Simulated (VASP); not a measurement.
# KCl (P1) in VASP: single point with PBE

Aim: the single point of KCl with PBE.

All numbers are computed with VASP 6.6.1; they aren't measurements. Logs are shortened: lines on timing, memory, paths and dates and some standing lists are left out, and cuts for length are marked.

**1. The cell of the first run**

The typed cell holds 16 atoms: a = 9.920 Å, b = 9.920 Å, c = 9.920 Å, α = 60.00°, β = 60.00°, γ = 60.00°.

**2. Single point, PBE**

The input, INCAR:

```
SYSTEM = KCl
PREC = Accurate
ENCUT = 520
EDIFF = 1E-6
ISMEAR = -1
SIGMA = 0.026
LREAL = Auto
LASPH = .TRUE.
NELM = 100
ALGO = Normal
ISIF = 2
LWAVE = .FALSE.
LCHARG = .FALSE.
GGA = PE
NBANDS = 78
```

The input, KPOINTS:

```
Automatic mesh
0
G
  2 2 2
  0 0 0
```

The input, POSCAR:

```
KCl
1.0
    0.0000000000      7.0145657209      7.0145657209
    7.0145657209      0.0000000000      7.0145657209
    7.0145657209      7.0145657209      0.0000000000
K Cl
8 8
Direct
   -0.0036198962      0.0107700181     -0.0100309845
    0.0052029593      0.0016286824      0.5120220756
   -0.0137614364      0.5036771542     -0.0109723828
   -0.0042890039      0.5007502445      0.5042901643
    0.5055805507     -0.0072296707      0.0001317259
    0.5111355631     -0.0070891060      0.4953662334
    0.4885921861      0.5085624887      0.0063527810
    0.4984115395      0.5106697467      0.4957254146
    0.1175913140      0.1128642929      0.1334557316
    0.1429303737      0.1154655231      0.6190306960
    0.1270621783      0.6356990835      0.1178151339
    0.1236054425      0.6194110474      0.6176698134
    0.6200142921      0.1267506836      0.1232037783
    0.6277526187      0.1225981813      0.6270660473
    0.6180362652      0.6304984765      0.1351426500
    0.6346785642      0.6144766008      0.6307453200
```

Potentials or basis: VASP PAW PBE potentials, release 64 (K_sv, Cl).

The run is started by

```sh
cat potpaw_PBE.64/K_sv/POTCAR potpaw_PBE.64/Cl/POTCAR > POTCAR
mpirun -np 1 vasp_std > vasp.out
```

OUTCAR:

```text
SYSTEM = KCl
   PREC = Accurate
   ENCUT = 520
   EDIFF = 1E-6
   ISMEAR = -1
   LREAL = Auto
   LASPH = .TRUE.
   NELM = 100
   ISIF = 2
   GGA = PE

 ion  position               nearest neighbor table
   1  0.996  0.011  0.990-   9 2.98  10 3.01  11 3.04  13 3.05
   2  0.005  0.002  0.512-  10 2.91  14 3.06   9 3.08  12 3.11
   3  0.986  0.504  0.989-  15 2.99  12 3.01   9 3.17
   4  0.996  0.501  0.504-  12 2.92  16 2.92  10 3.13  11 3.13
   5  0.506  0.993  0.000-  15 2.94  13 3.01  14 3.02   9 3.14
   6  0.511  0.993  0.495-  10 2.98  13 3.02  14 3.06  16 3.07
   7  0.489  0.509  0.006-  11 2.93  16 3.05  15 3.08  13 3.09
   8  0.498  0.511  0.496-  15 2.92  12 3.04  16 3.04  14 3.14
   9  0.118  0.113  0.133-   1 2.98   2 3.08   5 3.14   3 3.17
  10  0.143  0.115  0.619-   2 2.91   6 2.98   1 3.01   4 3.13
  11  0.127  0.636  0.118-   7 2.93   1 3.04   4 3.13
  12  0.124  0.619  0.618-   4 2.92   3 3.01   8 3.04   2 3.11
  13  0.620  0.127  0.123-   5 3.01   6 3.02   1 3.05   7 3.09
  14  0.628  0.123  0.627-   5 3.02   2 3.06   6 3.06   8 3.14
  15  0.618  0.630  0.135-   8 2.92   5 2.94   3 2.99   7 3.08
  16  0.635  0.614  0.631-   4 2.92   8 3.04   7 3.05   6 3.07

  LATTYP: Found a face centered cubic cell.
 ALAT       =    14.0291314418

  Lattice vectors:

 A1 = (   0.0000000000,   7.0145657209,   7.0145657209)
 A2 = (   7.0145657209,   0.0000000000,   7.0145657209)
 A3 = (   7.0145657209,   7.0145657209,   0.0000000000)

Analysis of symmetry for initial positions (statically):
=====================================================================
 Subroutine PRICEL returns:
 Original cell was already a primitive cell.

 Routine SETGRP: Setting up the symmetry group for a
 face centered cubic supercell.

 Subroutine GETGRP returns: Found  1 space group operations
 (whereof  1 operations were pure point group operations)
 out of a pool of 48 trial point group operations.

The static configuration has the point symmetry C_1 .

Analysis of symmetry for dynamics (positions and initial velocities):
=====================================================================
 Subroutine PRICEL returns:
 Original cell was already a primitive cell.

 Routine SETGRP: Setting up the symmetry group for a
 face centered cubic supercell.

 Subroutine GETGRP returns: Found  1 space group operations
 (whereof  1 operations were pure point group operations)
 out of a pool of 48 trial point group operations.

The dynamic configuration has the point symmetry C_1 .

 Subroutine INISYM returns: Found  1 space group operations
 (whereof  1 operations are pure point group operations),
 and found     1 'primitive' translations

----------------------------------------------------------------------------------------

                                     Primitive cell

  volume of cell :     690.2912

  direct lattice vectors                    reciprocal lattice vectors
     0.000000000  7.014565721  7.014565721    -0.071280250  0.071280250  0.071280250
     7.014565721  0.000000000  7.014565721     0.071280250 -0.071280250  0.071280250
     7.014565721  7.014565721  0.000000000     0.071280250  0.071280250 -0.071280250

  length of vectors
     9.920093977  9.920093977  9.920093977     0.123461015  0.123461015  0.123461015

  position of ions in fractional coordinates (direct lattice)
     0.996380104  0.010770018  0.989969016
     0.005202959  0.001628682  0.512022076
     0.986238564  0.503677154  0.989027617
     0.995710996  0.500750244  0.504290164
     0.505580551  0.992770329  0.000131726
     0.511135563  0.992910894  0.495366233
[... 8 lines left out ...]
     0.618036265  0.630498477  0.135142650
     0.634678564  0.614476601  0.630745320

  ion indices of the primitive-cell ions
   primitive index   ion index
                 1           1
                 2           2
                 3           3
                 4           4
                 5           5
                 6           6
[... 8 lines left out ...]
                15          15
                16          16

----------------------------------------------------------------------------------------

 KPOINTS: Automatic mesh

Automatic generation of k-mesh.
 Grid dimensions read from file:
 generate k-points for:    2    2    2

 Generating k-lattice:

  Cartesian coordinates                     Fractional coordinates (reciprocal lattice)
    -0.035640125  0.035640125  0.035640125     0.500000000  0.000000000  0.000000000
     0.035640125 -0.035640125  0.035640125     0.000000000  0.500000000  0.000000000
     0.035640125  0.035640125 -0.035640125     0.000000000  0.000000000  0.500000000

  Length of vectors
     0.061730508  0.061730508  0.061730508

  Shift w.r.t. Gamma in fractional coordinates (k-lattice)
     0.000000000  0.000000000  0.000000000

 Subroutine IBZKPT returns following result:
 ===========================================

 Found      8 irreducible k-points:

 Following reciprocal coordinates:
            Coordinates               Weight
  0.000000  0.000000  0.000000      1.000000
  0.500000  0.000000  0.000000      1.000000
  0.000000  0.500000  0.000000      1.000000
  0.000000  0.000000  0.500000      1.000000
  0.500000  0.500000  0.500000      1.000000
  0.500000  0.500000  0.000000      1.000000
  0.000000  0.500000  0.500000      1.000000
  0.500000  0.000000  0.500000      1.000000
   k-points           NKPTS =      8   k-points in BZ     NKDIM =      8   number of bands    NBANDS=     78
   number of dos      NEDOS =    301   number of ions     NIONS =     16
   total plane-waves  NPLWV = 512000
   dimension x,y,z NGX =    80 NGY =   80 NGZ =   80
   dimension x,y,z NGXF=   160 NGYF=  160 NGZF=  160
   ions per type =               8   8
   NGX,Y,Z   is equivalent  to a cutoff of  13.41, 13.41, 13.41 a.u.
   NGXF,Y,Z  is equivalent  to a cutoff of  26.81, 26.81, 26.81 a.u.
 SYSTEM =  KCl
   PREC   = accura    normal or accurate (medium, high low for compatibility)
   ISTART =      0    job   : 0-new  1-cont  2-samecut
   ICHARG =      2    charge: 1-file 2-atom 10-const
   ISPIN  =      1    spin polarized calculation?
   LNONCOLLINEAR =      F non collinear calculations
   LSORBIT =      F    spin-orbit coupling
   LASPH  =      T    aspherical Exc in radial PAW
   ENCUT  =  520.0 eV  38.22 Ry    6.18 a.u.  18.44 18.44 18.44*2*pi/ulx,y,z
   NELM   =    100;   NELMIN=  2; NELMDL= -5     # of ELM steps
   EDIFF  = 0.1E-05   stopping-criterion for ELM
   LREAL  =      T    real-space projection
   EDIFFG = 0.1E-04   stopping-criterion for IOM
   NSW    =      0    number of steps for IOM
   IBRION =     -1    ionic relax: 0-MD 1-quasi-New 2-CG
   NFREE  =      0    steps in history (QN), initial steepest desc. (CG)
   ISIF   =      2    stress and relaxation
   ISYM   =      2    0-nonsym 1-usesym 2-fastsym
   POTIM  = 0.5000    time-step for ionic-motion
   TEBEG  =    0.0;   TEEND  =   0.0 temperature during run
   PSTRESS=    0.0 pullay stress
   NELECT =     128.0000    total number of electrons
   NUPDOWN=      -1.0000    fix difference up-down
   EMIN   =  10.00;   EMAX   =-10.00  energy-range for DOS
   EFERMI =   0.00;   METHOD = LEGACY
   ISMEAR =    -1;   SIGMA  =   0.03  broadening in eV -4-tet -1-fermi 0-gaus
   EFERMI_NEDOS =   21; number of points for ismear=-14 and -15
   IALGO  =     38    algorithm
   IMIX   =      4    mixing-type and parameters
     AMIX     =   0.40;   BMIX     =  1.00
     AMIX_MAG =   1.60;   BMIX_MAG =  1.00
  volume/ion in A,a.u.               =      43.14       291.14
  Fermi-wavevector in a.u.,A,eV,Ry     =   0.933542  1.764139 11.857496  0.871501
  Thomas-Fermi vector in A             =   2.060255
   LORBIT       =      0    0 simple, 1 ext, 2 COOP (PROOUT), +10 PAW based schemes
   GGA     = PE    functional components
   LHFCALC =     F    Hartree Fock is set to
   AEXX    =    0.0000 exact exchange contribution
   IVDW    =     0    specifies the selected vdW correction
   LEPSILON=     F    determine dielectric tensor
   LRPA    =     F    only Hartree local field effects (RPA)
 non-spin polarized calculation
  energy-cutoff  :      520.00
  volume of cell :      690.29
 maximum number of plane-waves:     18643
 NGX is ok and might be reduce to    80
   NGX = 37   NGY = 37   NGZ = 37

 number of electron     128.0000001 magnetization

 Free energy of the ion-electron system (eV)
  ---------------------------------------------------
  ext. energy  EPLUGINS =         0.00000000
  ---------------------------------------------------
  free energy    TOTEN  =       -52.79076310 eV

  energy without entropy =      -52.79076310  energy(sigma->0) =      -52.79076310

 E-fermi :  -2.3575     XC(G=0):  -6.1178

 val. band max:       -3.0541207001   @ k =   0.0000   0.0000   0.0000
 cond. band min:       1.5525546755   @ k =   0.0000   0.0000   0.0000
 fundamental gap:      4.6066753756
 Fermi energy:        -2.3575026727

 k-point     1 :       0.0000    0.0000    0.0000
  band No.  band energies     occupation
      1     -30.6629      2.00000
      2     -30.4852      2.00000
      3     -30.4567      2.00000
      4     -30.4344      2.00000
      5     -30.4293      2.00000
      6     -30.4150      2.00000
[... 68 lines left out ...]
     75       4.2298      0.00000
     76       4.3018      0.00000

 k-point     2 :       0.5000    0.0000    0.0000
  band No.  band energies     occupation
      1     -30.6629      2.00000
      2     -30.4852      2.00000
      3     -30.4567      2.00000
      4     -30.4343      2.00000
      5     -30.4293      2.00000
      6     -30.4150      2.00000
[... 68 lines left out ...]
     75       4.4555      0.00000
     76       4.4657      0.00000

 k-point     3 :       0.0000    0.5000    0.0000
  band No.  band energies     occupation
      1     -30.6629      2.00000
      2     -30.4852      2.00000
      3     -30.4567      2.00000
      4     -30.4343      2.00000
      5     -30.4293      2.00000
      6     -30.4150      2.00000
[... 68 lines left out ...]
     75       4.4847      0.00000
     76       4.5361      0.00000

 k-point     4 :       0.0000    0.0000    0.5000
  band No.  band energies     occupation
      1     -30.6629      2.00000
      2     -30.4852      2.00000
      3     -30.4567      2.00000
      4     -30.4343      2.00000
      5     -30.4293      2.00000
      6     -30.4150      2.00000
[... 68 lines left out ...]
     75       4.4645      0.00000
     76       4.4914      0.00000

 k-point     5 :       0.5000    0.5000    0.5000
  band No.  band energies     occupation
      1     -30.6629      2.00000
      2     -30.4852      2.00000
      3     -30.4567      2.00000
      4     -30.4343      2.00000
      5     -30.4293      2.00000
      6     -30.4150      2.00000
[... 68 lines left out ...]
     75       4.4577      0.00000
     76       4.5041      0.00000

 k-point     6 :       0.5000    0.5000    0.0000
  band No.  band energies     occupation
      1     -30.6629      2.00000
      2     -30.4852      2.00000
      3     -30.4567      2.00000
      4     -30.4343      2.00000
      5     -30.4293      2.00000
      6     -30.4150      2.00000
[... 68 lines left out ...]
     75       4.7049      0.00000
     76       4.7649      0.00000

 k-point     7 :       0.0000    0.5000    0.5000
  band No.  band energies     occupation
      1     -30.6629      2.00000
      2     -30.4852      2.00000
      3     -30.4567      2.00000
      4     -30.4343      2.00000
      5     -30.4293      2.00000
      6     -30.4151      2.00000
[... 68 lines left out ...]
     75       4.7406      0.00000
     76       4.7728      0.00000

 k-point     8 :       0.5000    0.0000    0.5000
  band No.  band energies     occupation
      1     -30.6629      2.00000
      2     -30.4852      2.00000
      3     -30.4567      2.00000
      4     -30.4343      2.00000
      5     -30.4293      2.00000
      6     -30.4150      2.00000
[... 68 lines left out ...]
     75       4.7169      0.00000
     76       4.8091      0.00000
 [bands above 76 left out]

------------------------ aborting loop because EDIFF is reached ----------------------------------------

  FORCE on cell =-STRESS in cart. coord.  units (eV):
  Direction    XX          YY          ZZ          XY          YZ          ZX
  --------------------------------------------------------------------------------------
  -------------------------------------------------------------------------------------
  Total        1.5926624      1.5690019      1.6547932      0.3706431      0.6789417     -0.4845543
  in kB        3.6965955      3.6416793      3.8408023      0.8602686      1.5758348     -1.1246586
  external PRESSURE =       3.7263590 kB  Pullay stress =       0.0000000 kB

 VOLUME and BASIS-vectors are now :
 -----------------------------------------------------------------------------
  energy-cutoff  :      520.00
  volume of cell :      690.29
      direct lattice vectors                 reciprocal lattice vectors
     0.000000000  7.014565721  7.014565721    -0.071280250  0.071280250  0.071280250
     7.014565721  0.000000000  7.014565721     0.071280250 -0.071280250  0.071280250
     7.014565721  7.014565721  0.000000000     0.071280250  0.071280250 -0.071280250

 POSITION                                       TOTAL-FORCE (eV/Angst)
 -----------------------------------------------------------------------------------
      7.01975     13.93338      7.06472        -0.000949      0.052716     -0.089637
      3.60304      3.62811      0.04792        -0.210800     -0.209062     -0.145817
     10.47068     13.85563     10.45111         0.005878      0.298738      0.047394
      7.04992     10.52186     10.49703        -0.327835     -0.042770      0.058186
      6.96478      3.54735     10.51028         0.178775     -0.211845      0.003171
     10.43962      7.06017     10.55023         0.005867      0.090727      0.071590
[... 8 lines left out ...]
      5.37064      5.28322      8.75793        -0.210286     -0.050858     -0.010874
      8.73469      8.87640      8.76228         0.118971     -0.115329     -0.088793
 -----------------------------------------------------------------------------------
    total drift:                                0.006029     -0.004191     -0.010987

  FREE ENERGIE OF THE ION-ELECTRON SYSTEM (eV)
  ---------------------------------------------------
  free  energy   TOTEN  =       -52.7907630960 eV

  energy  without entropy=      -52.7907630960  energy(sigma->0) =      -52.79076310
```

It took 18 min on 1 thread of Intel Xeon 6975P-C (Granite Rapids), shared host; peak memory 1 GiB.

What came out:

| Property | Result |
| --- | --- |
| Free energy | -52.7908 eV |
| Pressure | 0.4 GPa |
| Largest force | 0.336 eV/Å |
| Band gap on the k mesh | 4.61 eV, direct |

Forces on the atoms (eV/Å):
```
K   -0.001  0.053 -0.090
K   -0.211 -0.209 -0.146
K    0.006  0.299  0.047
K   -0.328 -0.043  0.058
K    0.179 -0.212  0.003
K    0.006  0.091  0.072
K   -0.106  0.107  0.024
K    0.029  0.188 -0.206
Cl   0.108  0.017  0.193
Cl   0.182 -0.006  0.112
Cl   0.011 -0.163 -0.259
Cl   0.177  0.102  0.142
Cl   0.024 -0.016  0.081
Cl   0.015 -0.039  0.067
Cl  -0.210 -0.051 -0.011
Cl   0.119 -0.115 -0.089
```

Levels at points of the mesh, in eV from the valence-band top:
```tsv
k point	band 62	band 63	band 64	band 65	band 66	band 67
(0.00, 0.00, 0.00)	-0.06	-0.02	0.00	4.61	6.47	6.52
(0.50, 0.00, 0.00)	-0.09	-0.07	0.00	5.45	5.52	6.60
(0.00, 0.50, 0.00)	-0.08	-0.06	-0.02	5.48	5.52	6.62
(0.00, 0.00, 0.50)	-0.08	-0.05	0.00	5.45	5.53	6.61
(0.50, 0.50, 0.50)	-0.08	-0.05	-0.02	5.47	5.52	6.63
(0.50, 0.50, 0.00)	-0.08	-0.08	-0.06	5.73	5.78	6.40
(0.00, 0.50, 0.50)	-0.09	-0.07	-0.04	5.74	5.77	6.39
(0.50, 0.00, 0.50)	-0.08	-0.03	0.00	5.71	5.81	6.40
```
